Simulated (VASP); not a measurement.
Crystal: Ir.

```
Ir
1.0
     2.70907    0.00000    0.00000
     1.35453    2.34612    0.00000
     1.35453    0.78204    2.21194
Ir
1
Direct
  0.00000 0.00000 0.00000
```

```yaml
Program: VASP 6.6.1
Task: relaxation of cell and atoms
Functional: PBE
Potentials_or_basis: VASP PAW PBE potentials, release 64 (Ir)
Cutoff: 500 eV
k_mesh: 11 × 11 × 11
Occupations: fermi-dirac, width 0.1 eV
Spin: no spin polarisation
```

At the start: pressure 13.0 GPa; volume 14.06 Å³/atom.

Q: How do energy, volume and symmetry change on relaxing?

A: Over 4 steps the energy falls by 19.0 meV/atom and the volume is 14.55 Å³/atom (+3.5 %); space group Fm-3m (No. 225, to 0.1 Å) before and after.

The path:
```csv
step,energy change (eV),largest force (eV/Å),pressure (GPa),volume (Å³)
1,0.0000,0.0000,12.97,14.06
2,0.2003,0.0000,-31.43,16.50
3,-0.0190,0.0000,-0.69,14.58
4,-0.0190,0.0000,-0.04,14.55
```

Final structure:
```
Ir
1.0
     2.74022    0.00000    0.00000
     1.37011    2.37310    0.00000
     1.37011    0.79103    2.23738
Ir
1
Cartesian
  0.0000 0.0000 0.0000
```
